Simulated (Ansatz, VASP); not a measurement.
# One calculation of ReP2, two programs

```
Re P
1.0
     2.97233    0.00000    0.00000
     0.00000    2.97233    0.00000
     0.00000    0.00000    5.66294
Re P
1 2
Cartesian
  0.0000 0.0000 0.0000
  1.4862 1.4862 4.1260
  1.4862 1.4862 1.5369
```

Change from the starting cell: species swapped into the FeSi2 type (P4/mmm, No. 123).

Alike in both runs: task single point; functional PBE; k mesh 6 × 6 × 4; occupations gaussian, width 0.1 eV; no spin polarisation.

|  | VASP | Ansatz |
| --- | --- | --- |
| version | VASP 6.6.1 | Ansatz 0.2.0 |
| potentials or method | VASP PAW PBE potentials, release 64 (Re_sv_GW, P), cutoff 560 eV | scalar-relativistic, plane waves, PAW |
| valence electrons in the cell | 25 | 25 |

```tsv
	VASP	Ansatz	Ansatz less VASP
gap on the k mesh at the Fermi level (eV)	none	none	-
pressure (GPa)	-9.7	-9.2	+0.48
traceless stress, the component that is largest in VASP (GPa)	-6.94	-7.10	-0.166
rms of the force components (eV/Å)	1.040	1.025	-0.0150
```

Atom by atom the forces differ by 0.015 eV/Å (rms over components). A gap of «none» marks a metal or a gap that the smearing closes. With one functional, cell and mesh, what is left measures potentials, basis and numerics.

Neither program's run includes spin-orbit coupling.
